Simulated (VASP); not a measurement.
Set up this calculation in VASP 6.6.1, as the native input.

```
Task                   : single point
Functional             : PBE
Potentials or basis    : VASP PAW PBE potentials, release 64 (Pb_d, O)
Cutoff                 : 520 eV
k mesh                 : 6 × 6 × 6
Occupations            : gaussian, width 0.1 eV
Spin                   : no spin polarisation
Dipole correction      : no
Further INCAR settings : ALGO = Normal; EDIFF = 1e-06; NBANDS = 20
```

The structure of PbO2 lies in POSCAR:

```
PbO2
1.0
    1.7189456660      0.9924337430      4.5306621427
   -1.7189456660      0.9924337430      4.5306621427
    0.0000000000     -1.9848674860      4.5306621427
Pb O
1 2
Direct
    0.0000000000      0.0000000000      0.0000000000
    0.2565400605      0.2565400605      0.2565400605
    0.7434599395      0.7434599395      0.7434599395
```

One way to write it, as run:

INCAR

```
SYSTEM = PbO2
ALGO = Normal
EDIFF = 1E-6
ENCUT = 520
GGA = PE
ISIF = 2
ISMEAR = 0
LASPH = .TRUE.
LCHARG = .TRUE.
LELF = .TRUE.
LREAL = .FALSE.
LVHAR = .TRUE.
LWAVE = .FALSE.
NBANDS = 20
NELM = 60
PREC = Accurate
SIGMA = 0.1
```

KPOINTS

```
k-points
0
G
  6 6 6
  0 0 0
```

Potentials or basis: VASP PAW PBE potentials, release 64 (Pb_d, O).

Launch:

```console
$ cat potpaw_PBE.64/Pb_d/POTCAR potpaw_PBE.64/O/POTCAR > POTCAR
$ mpirun -np 1 vasp_std > vasp.out
```

It gave:

```json
{
 "Pressure": "0.3 GPa",
 "Largest force": "0.022 eV/Å",
 "Band gap on the k mesh": "0.20 eV, indirect (least direct gap 0.28 eV)"
}
```

Caveat: spin-orbit coupling is left out, which moves the levels of the heavy elements.

Wall time 25 s on 1 thread of Intel(R) Xeon(R) 6975P-C (Granite Rapids), on a shared host, peak memory 0.24 GiB.
